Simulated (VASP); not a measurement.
# Li (Pm-3n) in VASP: single point with PBEsol

Aim: the single point of Li with PBEsol.

All numbers are computed with VASP 6.6.1; they aren't measurements. Logs are shortened: lines on timing, memory, paths and dates and some standing lists are left out, and cuts for length are marked.

## Step 1: The cell of the first run

Symmetry: Pm-3n, No. 223, cubic system. The conventional cell has a = 5.450 Å, b = 5.450 Å, c = 5.450 Å, α = 90.00°, β = 90.00°, γ = 90.00°. Li (site symmetry m-3) has 12 Li at 3.05 Å within 4.0 Å. Within 3.6 Å of Li (site symmetry -4m2) lie 14 Li at 2.72 to 3.34 Å.

## Step 2: Single point, PBEsol

INCAR

```
SYSTEM = Li
PREC = Accurate
ENCUT = 520
EDIFF = 1E-6
ISMEAR = -1
SIGMA = 0.1
LREAL = .False.
LASPH = .True.
NELM = 60
ALGO = Normal
ISIF = 2
LWAVE = .False.
LCHARG = .False.
GGA = PS
NBANDS = 22
```

KPOINTS

```
Automatic mesh
0
Gamma
  6 6 6
  0 0 0
```

POSCAR

```
Li
1.0
    5.4496497346      0.0000000000      0.0000000000
    0.0000000000      5.4496497346      0.0000000000
    0.0000000000      0.0000000000      5.4496497346
Li
8
Direct
    1.0000000000      0.0000000000      0.0000000000
    0.5000000000      0.5000000000      0.5000000000
    0.2500000000      1.0000000000      0.5000000000
    0.7500000000      1.0000000000      0.5000000000
    0.5000000000      0.2500000000      0.0000000000
    0.5000000000      0.7500000000      1.0000000000
    0.0000000000      0.5000000000      0.2500000000
    0.0000000000      0.5000000000      0.7500000000
```

Potentials or basis: VASP PAW PBE potentials, release 64 (Li_sv).

Started as:

```sh
> cat potpaw_PBE.64/Li_sv/POTCAR > POTCAR
> mpirun -np 1 vasp_std > vasp.out
```

OUTCAR:

```text
SYSTEM = Li
   PREC = Accurate
   ENCUT = 520
   EDIFF = 1E-6
   ISMEAR = -1
   LREAL = .False.
   LASPH = .True.
   NELM = 60
   ISIF = 2
   GGA = PS

 ion  position               nearest neighbor table
   1  0.000  0.000  0.000-
   2  0.500  0.500  0.500-
   3  0.250  0.000  0.500-
   4  0.750  0.000  0.500-
   5  0.500  0.250  0.000-
   6  0.500  0.750  0.000-
   7  0.000  0.500  0.250-
   8  0.000  0.500  0.750-

  LATTYP: Found a simple cubic cell.
 ALAT       =     5.4496497346

  Lattice vectors:

 A1 = (   5.4496497346,   0.0000000000,   0.0000000000)
 A2 = (   0.0000000000,   5.4496497346,   0.0000000000)
 A3 = (   0.0000000000,   0.0000000000,   5.4496497346)

Analysis of symmetry for initial positions (statically):
=====================================================================
 Subroutine PRICEL returns:
 Original cell was already a primitive cell.

 Routine SETGRP: Setting up the symmetry group for a
 simple cubic supercell.

 Subroutine GETGRP returns: Found 48 space group operations
 (whereof 24 operations were pure point group operations)
 out of a pool of 48 trial point group operations.

The static configuration has the point symmetry T_h .
 The point group associated with its full space group is O_h .

Analysis of symmetry for dynamics (positions and initial velocities):
=====================================================================
 Subroutine PRICEL returns:
 Original cell was already a primitive cell.

 Routine SETGRP: Setting up the symmetry group for a
 simple cubic supercell.

 Subroutine GETGRP returns: Found 48 space group operations
 (whereof 24 operations were pure point group operations)
 out of a pool of 48 trial point group operations.

The dynamic configuration has the point symmetry T_h .
 The point group associated with its full space group is O_h .

 Subroutine INISYM returns: Found 48 space group operations
 (whereof 24 operations are pure point group operations),
 and found     1 'primitive' translations

----------------------------------------------------------------------------------------

                                     Primitive cell

  volume of cell :     161.8474

  direct lattice vectors                    reciprocal lattice vectors
     5.449649735  0.000000000  0.000000000     0.183498032  0.000000000  0.000000000
     0.000000000  5.449649735  0.000000000     0.000000000  0.183498032  0.000000000
     0.000000000  0.000000000  5.449649735     0.000000000  0.000000000  0.183498032

  length of vectors
     5.449649735  5.449649735  5.449649735     0.183498032  0.183498032  0.183498032

  position of ions in fractional coordinates (direct lattice)
     0.000000000  0.000000000  0.000000000
     0.500000000  0.500000000  0.500000000
     0.250000000  0.000000000  0.500000000
     0.750000000  0.000000000  0.500000000
     0.500000000  0.250000000  0.000000000
     0.500000000  0.750000000  0.000000000
     0.000000000  0.500000000  0.250000000
     0.000000000  0.500000000  0.750000000

  ion indices of the primitive-cell ions
   primitive index   ion index
                 1           1
                 2           2
                 3           3
                 4           4
                 5           5
                 6           6
                 7           7
                 8           8

----------------------------------------------------------------------------------------

 KPOINTS: Automatic mesh

Automatic generation of k-mesh.
 Grid dimensions read from file:
 generate k-points for:    6    6    6

 Generating k-lattice:

  Cartesian coordinates                     Fractional coordinates (reciprocal lattice)
     0.030583005  0.000000000  0.000000000     0.166666667  0.000000000  0.000000000
     0.000000000  0.030583005  0.000000000     0.000000000  0.166666667  0.000000000
     0.000000000  0.000000000  0.030583005     0.000000000  0.000000000  0.166666667

  Length of vectors
     0.030583005  0.030583005  0.030583005

  Shift w.r.t. Gamma in fractional coordinates (k-lattice)
     0.000000000  0.000000000  0.000000000

 Subroutine IBZKPT returns following result:
 ===========================================

 Found     20 irreducible k-points:

 Following reciprocal coordinates:
            Coordinates               Weight
  0.000000  0.000000  0.000000      1.000000
  0.166667  0.000000  0.000000      6.000000
  0.333333  0.000000  0.000000      6.000000
  0.500000  0.000000  0.000000      3.000000
  0.166667  0.166667  0.000000     12.000000
  0.333333  0.166667  0.000000     24.000000
[... 12 lines left out ...]
  0.500000  0.500000  0.333333      6.000000
  0.500000  0.500000  0.500000      1.000000
   k-points           NKPTS =     20   k-points in BZ     NKDIM =     20   number of bands    NBANDS=     22
   number of dos      NEDOS =    301   number of ions     NIONS =      8
   total plane-waves  NPLWV =  74088
   dimension x,y,z NGX =    42 NGY =   42 NGZ =   42
   dimension x,y,z NGXF=    84 NGYF=   84 NGZF=   84
   ions per type =               8
   NGX,Y,Z   is equivalent  to a cutoff of  12.81, 12.81, 12.81 a.u.
   NGXF,Y,Z  is equivalent  to a cutoff of  25.62, 25.62, 25.62 a.u.
 SYSTEM =  Li
   PREC   = accura    normal or accurate (medium, high low for compatibility)
   ISTART =      0    job   : 0-new  1-cont  2-samecut
   ICHARG =      2    charge: 1-file 2-atom 10-const
   ISPIN  =      1    spin polarized calculation?
   LNONCOLLINEAR =      F non collinear calculations
   LSORBIT =      F    spin-orbit coupling
   LASPH  =      T    aspherical Exc in radial PAW
   ENCUT  =  520.0 eV  38.22 Ry    6.18 a.u.  10.13 10.13 10.13*2*pi/ulx,y,z
   NELM   =     60;   NELMIN=  2; NELMDL= -5     # of ELM steps
   EDIFF  = 0.1E-05   stopping-criterion for ELM
   LREAL  =      F    real-space projection
   EDIFFG = 0.1E-04   stopping-criterion for IOM
   NSW    =      0    number of steps for IOM
   IBRION =     -1    ionic relax: 0-MD 1-quasi-New 2-CG
   NFREE  =      0    steps in history (QN), initial steepest desc. (CG)
   ISIF   =      2    stress and relaxation
   ISYM   =      2    0-nonsym 1-usesym 2-fastsym
   POTIM  = 0.5000    time-step for ionic-motion
   TEBEG  =    0.0;   TEEND  =   0.0 temperature during run
   PSTRESS=    0.0 pullay stress
   NELECT =      24.0000    total number of electrons
   NUPDOWN=      -1.0000    fix difference up-down
   EMIN   =  10.00;   EMAX   =-10.00  energy-range for DOS
   EFERMI =   0.00;   METHOD = LEGACY
   ISMEAR =    -1;   SIGMA  =   0.10  broadening in eV -4-tet -1-fermi 0-gaus
   EFERMI_NEDOS =   21; number of points for ismear=-14 and -15
   IALGO  =     38    algorithm
   IMIX   =      4    mixing-type and parameters
     AMIX     =   0.40;   BMIX     =  1.00
     AMIX_MAG =   1.60;   BMIX_MAG =  1.00
  volume/ion in A,a.u.               =      20.23       136.53
  Fermi-wavevector in a.u.,A,eV,Ry     =   0.866516  1.637478 10.215937  0.750850
  Thomas-Fermi vector in A             =   1.984916
   LORBIT       =      0    0 simple, 1 ext, 2 COOP (PROOUT), +10 PAW based schemes
   GGA     = PS    functional components
   LHFCALC =     F    Hartree Fock is set to
   AEXX    =    0.0000 exact exchange contribution
   IVDW    =     0    specifies the selected vdW correction
   LEPSILON=     F    determine dielectric tensor
   LRPA    =     F    only Hartree local field effects (RPA)
 non-spin polarized calculation
  energy-cutoff  :      520.00
  volume of cell :      161.85
 maximum number of plane-waves:      4388
 NGX is ok and might be reduce to    42
   NGX = 21   NGY = 21   NGZ = 21

 number of electron      23.9999942 magnetization

 Free energy of the ion-electron system (eV)
  ---------------------------------------------------
  ext. energy  EPLUGINS =         0.00000000
  ---------------------------------------------------
  free energy    TOTEN  =       -15.66187590 eV

  energy without entropy =      -15.53359540  energy(sigma->0) =      -15.59773565

 E-fermi :   0.6340     XC(G=0):  -7.0220

 val. band max:        0.6325017859   @ k =   0.5000   0.1667   0.1667
 cond. band min:       0.6625790247   @ k =   0.5000   0.5000   0.3333
 fundamental gap:      0.0300772388
 Fermi energy:         0.6340175296

 k-point     1 :       0.0000    0.0000    0.0000
  band No.  band energies     occupation
      1     -45.3138      2.00000
      2     -45.3005      2.00000
      3     -45.3005      2.00000
      4     -45.2920      2.00000
      5     -45.2857      2.00000
      6     -45.2810      2.00000
[... 14 lines left out ...]
     21       4.9788      0.00000
     22       5.5201      0.00000

 k-point     2 :       0.1667    0.0000    0.0000
  band No.  band energies     occupation
      1     -45.3125      2.00000
      2     -45.3009      2.00000
      3     -45.2996      2.00000
      4     -45.2922      2.00000
      5     -45.2861      2.00000
      6     -45.2821      2.00000
[... 14 lines left out ...]
     21       5.5468      0.00000
     22       5.5468      0.00000

 k-point     3 :       0.3333    0.0000    0.0000
  band No.  band energies     occupation
      1     -45.3095      2.00000
      2     -45.3025      2.00000
      3     -45.2969      2.00000
      4     -45.2927      2.00000
      5     -45.2868      2.00000
      6     -45.2848      2.00000
[... 14 lines left out ...]
     21       5.7835      0.00000
     22       5.7835      0.00000
[... 376 lines left out ...]
 k-point    19 :       0.5000    0.5000    0.3333
  band No.  band energies     occupation
      1     -45.2974      2.00000
      2     -45.2943      2.00000
      3     -45.2943      2.00000
      4     -45.2930      2.00000
      5     -45.2909      2.00000
      6     -45.2896      2.00000
[... 14 lines left out ...]
     21       7.4909      0.00000
     22       7.5964      0.00000

 k-point    20 :       0.5000    0.5000    0.5000
  band No.  band energies     occupation
      1     -45.2918      2.00000
      2     -45.2918      2.00000
      3     -45.2918      2.00000
      4     -45.2918      2.00000
      5     -45.2918      2.00000
      6     -45.2918      2.00000
[... 14 lines left out ...]
     21       7.9327      0.00000
     22       7.9430      0.00000

------------------------ aborting loop because EDIFF is reached ----------------------------------------

  FORCE on cell =-STRESS in cart. coord.  units (eV):
  Direction    XX          YY          ZZ          XY          YZ          ZX
  --------------------------------------------------------------------------------------
  -------------------------------------------------------------------------------------
  Total       -0.0648314     -0.0648314     -0.0648314      0.0000000      0.0000000      0.0000000
  in kB       -0.6417859     -0.6417859     -0.6417859      0.0000000      0.0000000      0.0000000
  external PRESSURE =      -0.6417859 kB  Pullay stress =       0.0000000 kB

 VOLUME and BASIS-vectors are now :
 -----------------------------------------------------------------------------
  energy-cutoff  :      520.00
  volume of cell :      161.85
      direct lattice vectors                 reciprocal lattice vectors
     5.449649735  0.000000000  0.000000000     0.183498032  0.000000000  0.000000000
     0.000000000  5.449649735  0.000000000     0.000000000  0.183498032  0.000000000
     0.000000000  0.000000000  5.449649735     0.000000000  0.000000000  0.183498032

 POSITION                                       TOTAL-FORCE (eV/Angst)
 -----------------------------------------------------------------------------------
      0.00000      0.00000      0.00000        -0.000000      0.000000      0.000000
      2.72482      2.72482      2.72482        -0.000000      0.000000      0.000000
      1.36241      0.00000      2.72482         0.000000     -0.000000      0.000000
      4.08724      0.00000      2.72482        -0.000000      0.000000     -0.000000
      2.72482      1.36241      0.00000         0.000000      0.000000      0.000000
      2.72482      4.08724      0.00000         0.000000     -0.000000     -0.000000
      0.00000      2.72482      1.36241        -0.000000      0.000000     -0.000000
      0.00000      2.72482      4.08724         0.000000     -0.000000      0.000000
 -----------------------------------------------------------------------------------
    total drift:                                0.000000     -0.000000     -0.000000

  FREE ENERGIE OF THE ION-ELECTRON SYSTEM (eV)
  ---------------------------------------------------
  free  energy   TOTEN  =       -15.6618759047 eV

  energy  without entropy=      -15.5335954048  energy(sigma->0) =      -15.59773565
```

It took 35 s on 1 thread of Intel Xeon Platinum 8488C (Sapphire Rapids), shared host; peak memory 0.25 GiB.

Results:

| Item | Value |
| --- | --- |
| Free energy | -15.6619 eV |
| Band gap on the k mesh | zero (band 12 reaches 1.04 eV, above the bottom of band 13 at -0.08 eV) |

Caveat: the cutoff is under 1.25 times the usual one of these potentials, so pressure, stress and relaxed cells hold a basis-set (Pulay) error; the PAW data sets were made with another functional, which shifts forces and pressure a little.
